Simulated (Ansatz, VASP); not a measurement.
Two plane-wave programs on ZnSe

```
CELL_PARAMETERS angstrom
0.00000 2.84125 2.84125
2.84125 0.00000 2.84125
2.84125 2.84125 0.00000
ATOMIC_POSITIONS crystal
Zn 0.00000 0.00000 0.00000
Se 0.75000 0.75000 0.75000
```

Alike in both runs: task single point; functional r2SCAN; k mesh 8 × 8 × 8; occupations gaussian, width 0.02 eV; no spin polarisation.

```csv
,VASP,Ansatz
version,VASP 6.6.1,Ansatz 0.2.0
potentials or method,"VASP PAW PBE potentials, release 64 (Zn, Se), cutoff 520 eV","scalar-relativistic, plane waves, PAW"
valence electrons in the cell,18,28
```

```tsv
	VASP	Ansatz	Ansatz less VASP
gap on the k mesh at the Fermi level (eV)	1.83	1.83	-0.003
least direct gap on the mesh (eV)	1.83	1.83	-0.003
pressure (GPa)	-0.5	-0.6	-0.09
```

VASP's potentials were made for PBE, not for r2SCAN. VASP's potentials hold 18 valence electrons a cell and Ansatz's 28, so a difference there can come from the potentials and not from the codes.
